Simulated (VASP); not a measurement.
# N (R-3c) in VASP: single point with PBE

Aim: the single point of N with PBE.

Program: VASP 6.6.1. These are calculated values, not measurements. Logs are shortened: lines on timing, memory, paths and dates and some standing lists are left out, and cuts for length are marked.

### 1 The cell of the first run

The structure is trigonal, space group R-3c (No. 167). The conventional cell has a = 10.582 Å, b = 10.582 Å, c = 14.245 Å, α = 90.00°, β = 90.00°, γ = 120.00°. N (site symmetry 1) has 1 N at 1.10 Å within 1.5 Å. N (site symmetry 3) has 1 N at 1.10 Å within 1.5 Å.

### 2 Single point, PBE

File INCAR:

```
PREC = Accurate
ENCUT = 520
EDIFF = 1E-7
ISMEAR = 0
SIGMA = 0.02
LREAL = Auto
LASPH = True
NELM = 60
ALGO = Normal
ISIF = 2
LWAVE = False
LCHARG = True
GGA = PE
LELF = True
LVHAR = True
NBANDS = 54
```

File KPOINTS:

```
Automatic mesh
0
Gamma
  3 3 3
```

File POSCAR:

```
N
1.0
    5.2910286572      3.0547768195      4.7483533808
   -5.2910286572      3.0547768195      4.7483533808
    0.0000000000     -6.1095536391      4.7483533808
N
16
Direct
    0.5536736620      0.0344261084      0.7131311227
    0.9655738916      0.2868688773      0.4463263380
    0.7131311227      0.5536736620      0.0344261084
    0.9613236726      0.9613236726      0.9613236726
    0.5344261084      0.0536736620      0.2131311227
    0.7868688773      0.4655738916      0.9463263380
    0.2868688773      0.4463263380      0.9655738916
    0.0386763274      0.0386763274      0.0386763274
    0.4655738916      0.9463263380      0.7868688773
    0.5386763274      0.5386763274      0.5386763274
    0.4463263380      0.9655738916      0.2868688773
    0.4613236726      0.4613236726      0.4613236726
    0.0344261084      0.7131311227      0.5536736620
    0.9463263380      0.7868688773      0.4655738916
    0.2131311227      0.5344261084      0.0536736620
    0.0536736620      0.2131311227      0.5344261084
```

Potentials or basis: VASP PAW PBE potentials, release 64 (N).

Started as:

```
> cat potpaw_PBE.64/N/POTCAR > POTCAR
> mpirun -np 1 vasp_std > vasp.out
```

OUTCAR:

```text
PREC = Accurate
   ENCUT = 520
   EDIFF = 1E-7
   ISMEAR = 0
   LREAL = Auto
   LASPH = True
   NELM = 60
   ISIF = 2
   GGA = PE

 ion  position               nearest neighbor table
   1  0.554  0.034  0.713-   9 1.10
   2  0.966  0.287  0.446-  16 1.10
   3  0.713  0.554  0.034-   6 1.10
   4  0.961  0.961  0.961-   8 1.10
   5  0.534  0.054  0.213-  11 1.10
   6  0.787  0.466  0.946-   3 1.10
[... 8 lines left out ...]
  15  0.213  0.534  0.054-   7 1.10
  16  0.054  0.213  0.534-   2 1.10

  LATTYP: Found a trigonal (rhomboedric) cell.
 ALAT       =     7.7377971993
 COS(alpha) =     0.0648623621

  Lattice vectors:

 A1 = (   5.2910286572,   3.0547768195,   4.7483533808)
 A2 = (  -5.2910286572,   3.0547768195,   4.7483533808)
 A3 = (   0.0000000000,  -6.1095536391,   4.7483533808)

Analysis of symmetry for initial positions (statically):
=====================================================================
 Subroutine PRICEL returns:
 Original cell was already a primitive cell.

 Routine SETGRP: Setting up the symmetry group for a
 trigonal (rhombohedral) supercell.

 Subroutine GETGRP returns: Found 12 space group operations
 (whereof  6 operations were pure point group operations)
 out of a pool of 12 trial point group operations.

The static configuration has the point symmetry S_6 .
 The point group associated with its full space group is D_3d.

Analysis of symmetry for dynamics (positions and initial velocities):
=====================================================================
 Subroutine PRICEL returns:
 Original cell was already a primitive cell.

 Routine SETGRP: Setting up the symmetry group for a
 trigonal (rhombohedral) supercell.

 Subroutine GETGRP returns: Found 12 space group operations
 (whereof  6 operations were pure point group operations)
 out of a pool of 12 trial point group operations.

The dynamic configuration has the point symmetry S_6 .
 The point group associated with its full space group is D_3d.

 Subroutine INISYM returns: Found 12 space group operations
 (whereof  6 operations are pure point group operations),
 and found     1 'primitive' translations

----------------------------------------------------------------------------------------
[... 103 lines left out ...]
   LREAL  =      T    real-space projection
   EDIFFG = 0.1E-05   stopping-criterion for IOM
   NSW    =      0    number of steps for IOM
   IBRION =     -1    ionic relax: 0-MD 1-quasi-New 2-CG
   NFREE  =      0    steps in history (QN), initial steepest desc. (CG)
   ISIF   =      2    stress and relaxation
   ISYM   =      2    0-nonsym 1-usesym 2-fastsym
   POTIM  = 0.5000    time-step for ionic-motion
   TEBEG  =    0.0;   TEEND  =   0.0 temperature during run
   PSTRESS=    0.0 pullay stress
   NELECT =      80.0000    total number of electrons
   NUPDOWN=      -1.0000    fix difference up-down
   EMIN   =  10.00;   EMAX   =-10.00  energy-range for DOS
   EFERMI =   0.00;   METHOD = LEGACY
   ISMEAR =     0;   SIGMA  =   0.02  broadening in eV -4-tet -1-fermi 0-gaus
   EFERMI_NEDOS =   21; number of points for ismear=-14 and -15
   IALGO  =     38    algorithm
   IMIX   =      4    mixing-type and parameters
     AMIX     =   0.40;   BMIX     =  1.00
     AMIX_MAG =   1.60;   BMIX_MAG =  1.00
  volume/ion in A,a.u.               =      28.78       194.22
  Fermi-wavevector in a.u.,A,eV,Ry     =   0.913482  1.726231 11.353384  0.834450
  Thomas-Fermi vector in A             =   2.037999
   LORBIT       =      0    0 simple, 1 ext, 2 COOP (PROOUT), +10 PAW based schemes
   GGA     = PE    functional components
   LHFCALC =     F    Hartree Fock is set to
   AEXX    =    0.0000 exact exchange contribution
   IVDW    =     0    specifies the selected vdW correction
   LEPSILON=     F    determine dielectric tensor
   LRPA    =     F    only Hartree local field effects (RPA)
 non-spin polarized calculation
 Gauss-broadening in eV      SIGMA  =   0.02
  energy-cutoff  :      520.00
  volume of cell :      460.48
 maximum number of plane-waves:     12419
 NGX is ok and might be reduce to    60
   NGX = 29   NGY = 29   NGZ = 29

 number of electron      79.9999994 magnetization

 Free energy of the ion-electron system (eV)
  ---------------------------------------------------
  ext. energy  EPLUGINS =         0.00000000
  ---------------------------------------------------
  free energy    TOTEN  =      -133.33353759 eV

  energy without entropy =     -133.33353759  energy(sigma->0) =     -133.33353759

 E-fermi :  -7.2236     XC(G=0):  -5.6195

 val. band max:       -7.3516981836   @ k =   0.0000   0.0000   0.0000
 cond. band min:       0.3440800785   @ k =   0.3333   0.3333   0.0000
 fundamental gap:      7.6957782621
 Fermi energy:        -7.2236409922

 k-point     1 :       0.0000    0.0000    0.0000
  band No.  band energies     occupation
      1     -25.6689      2.00000
      2     -25.6607      2.00000
      3     -25.6607      2.00000
      4     -25.6457      2.00000
      5     -25.6447      2.00000
      6     -25.6447      2.00000
[... 319 lines left out ...]
     51       0.7949      0.00000
     52       0.8817      0.00000
 [bands above 52 left out]

------------------------ aborting loop because EDIFF is reached ----------------------------------------

  FORCE on cell =-STRESS in cart. coord.  units (eV):
  Direction    XX          YY          ZZ          XY          YZ          ZX
  --------------------------------------------------------------------------------------
  -------------------------------------------------------------------------------------
  Total        4.2091009      4.2091009      5.6510742      0.0000000     -0.0000000      0.0000000
  in kB       14.6448872     14.6448872     19.6620009      0.0000000     -0.0000000      0.0000000
  external PRESSURE =      16.3172585 kB  Pullay stress =       0.0000000 kB

 VOLUME and BASIS-vectors are now :
 -----------------------------------------------------------------------------
  energy-cutoff  :      520.00
  volume of cell :      460.48
      direct lattice vectors                 reciprocal lattice vectors
     5.291028657  3.054776819  4.748353381     0.094499583  0.054559359  0.070199774
    -5.291028657  3.054776819  4.748353381    -0.094499583  0.054559359  0.070199774
     0.000000000 -6.109553639  4.748353381     0.000000000 -0.109118719  0.070199774

 POSITION                                       TOTAL-FORCE (eV/Angst)
 -----------------------------------------------------------------------------------
      2.74735     -2.56040      6.17870        -0.000050      1.565128      0.770213
      3.59105      1.09908      8.06636        -1.355466      0.782520     -0.770213
      0.84369      3.65948      6.17870        -1.355415     -0.782608      0.770213
      0.00000     -0.00000     13.69411        -0.000000      0.000000     -1.747950
      2.54367      0.49438      3.80453         0.000050      1.565128      0.770213
      1.69998     -1.95570     10.44053         1.355466      0.782520     -0.770213
[... 8 lines left out ...]
     -1.69998      1.95570      3.80453        -1.355466     -0.782520      0.770213
     -0.84369     -2.45008      3.80453         1.355415     -0.782608      0.770213
 -----------------------------------------------------------------------------------
    total drift:                               -0.000000      0.000000     -0.000000

  FREE ENERGIE OF THE ION-ELECTRON SYSTEM (eV)
  ---------------------------------------------------
  free  energy   TOTEN  =      -133.3335375918 eV

  energy  without entropy=     -133.3335375918  energy(sigma->0) =     -133.33353759
```

OSZICAR:

```text
N       E                     dE             d eps       ncg     rms          rms(c)
DAV:   1     0.592275140583E+03    0.59228E+03   -0.34354E+04   664   0.121E+03
DAV:   2    -0.664355528174E+02   -0.65871E+03   -0.64367E+03   920   0.288E+02
DAV:   3    -0.138842875186E+03   -0.72407E+02   -0.71969E+02   768   0.103E+02
DAV:   4    -0.140196184004E+03   -0.13533E+01   -0.13464E+01   764   0.165E+01
DAV:   5    -0.140240457107E+03   -0.44273E-01   -0.44260E-01   942   0.240E+00    0.226E+01
DAV:   6    -0.134635428220E+03    0.56050E+01   -0.84680E+00   702   0.114E+01    0.130E+01
DAV:   7    -0.133372087889E+03    0.12633E+01   -0.59004E+00   772   0.953E+00    0.355E+00
DAV:   8    -0.133336015121E+03    0.36073E-01   -0.56079E-01   816   0.310E+00    0.627E-01
DAV:   9    -0.133333292619E+03    0.27225E-02   -0.25553E-02   804   0.650E-01    0.250E-01
DAV:  10    -0.133333617270E+03   -0.32465E-03   -0.23867E-03   816   0.244E-01    0.121E-01
DAV:  11    -0.133333535463E+03    0.81807E-04   -0.22622E-04   814   0.728E-02    0.107E-02
DAV:  12    -0.133333535205E+03    0.25797E-06   -0.23903E-05   888   0.211E-02    0.195E-02
DAV:  13    -0.133333537469E+03   -0.22636E-05   -0.15024E-06   796   0.612E-03    0.281E-03
DAV:  14    -0.133333537712E+03   -0.24296E-06   -0.27110E-07   632   0.244E-03    0.710E-04
DAV:  15    -0.133333537580E+03    0.13149E-06   -0.89430E-08   548   0.148E-03    0.195E-04
DAV:  16    -0.133333537592E+03   -0.11740E-07   -0.15422E-08   576   0.705E-04
   1 F= -.13333354E+03 E0= -.13333354E+03  d E =-.655374E-21
```

Wall time 4.7 min (1 thread of Intel Xeon Platinum 8259CL at 2.50GHz (Skylake/Cascade Lake), shared host); peak memory 0.48 GiB.

Results:

- Free energy: -133.3335 eV
- Pressure: 1.6 GPa
- Largest force: 1.748 eV/Å
- Band gap on the k mesh: 7.70 eV, indirect (least direct gap 7.72 eV)

Forces on the atoms (eV/Å):
```
N    0.000  1.565  0.770
N   -1.355  0.783 -0.770
N   -1.355 -0.783  0.770
N    0.000  0.000 -1.748
N    0.000  1.565  0.770
N    1.355  0.783 -0.770
N    1.355  0.783 -0.770
N    0.000  0.000  1.748
N    0.000 -1.565 -0.770
N    0.000  0.000  1.748
N    0.000 -1.565 -0.770
N    0.000  0.000 -1.748
N    1.355 -0.783  0.770
N   -1.355  0.783 -0.770
N   -1.355 -0.783  0.770
N    1.355 -0.783  0.770
```

Levels at points of the mesh, in eV from the valence-band top:
```csv
k point,band 37,band 38,band 39,band 40,band 41,band 42,band 43,band 44
"(0.00, 0.00, 0.00)",-0.07,-0.07,-0.07,0.00,7.72,7.72,7.90,7.92
```

Caveat: the standard files for N, O and F lose accuracy on very short bonds; forces of over 1 eV/Å act on the atoms, so gaps and moduli don't describe the material at rest. A k mesh can miss the band edges.
